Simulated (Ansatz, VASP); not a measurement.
**MgO: VASP beside Ansatz**

```xyz
2
Lattice="2.6136 -0.0097 -0.0097 -0.0097 2.6136 -0.0097 -0.0097 -0.0097 2.6136" Properties=species:S:1:pos:R:3 pbc="T T T"
Mg    0.0000    0.0000    0.0000
O     1.2971    1.2971    1.2971
```

Change from the starting cell: shear_111 strain -1.1%.

Alike in both runs: task single point; functional r2SCAN; k mesh 10 × 10 × 10; no spin polarisation.

```csv
,VASP,Ansatz
version,VASP 6.6.1,Ansatz 0.2.0
potentials or method,"VASP PAW PBE potentials, release 64 (Mg, O)","plane waves, PAW"
plane-wave cutoff (eV),520,500
occupations,"gaussian, width 0.01 eV",fixed
valence electrons in the cell,8,16
```

Ansatz gave:

| Item | Value |
| --- | --- |
| gap on the k mesh at the Fermi level (eV) | 3.60 |
| pressure (GPa) | 1.8 |
| traceless stress, the component that is largest in VASP (GPa) | -0.43 |

Q: What did VASP give for the same quantities?

A: gap on the k mesh at the Fermi level (eV): 3.56; pressure (GPa): 0.6; traceless stress, the component that is largest in VASP (GPa): -0.45.

VASP's potentials were made for PBE, not for r2SCAN. VASP's potentials hold 8 valence electrons a cell and Ansatz's 16, so a difference there can come from the potentials and not from the codes.
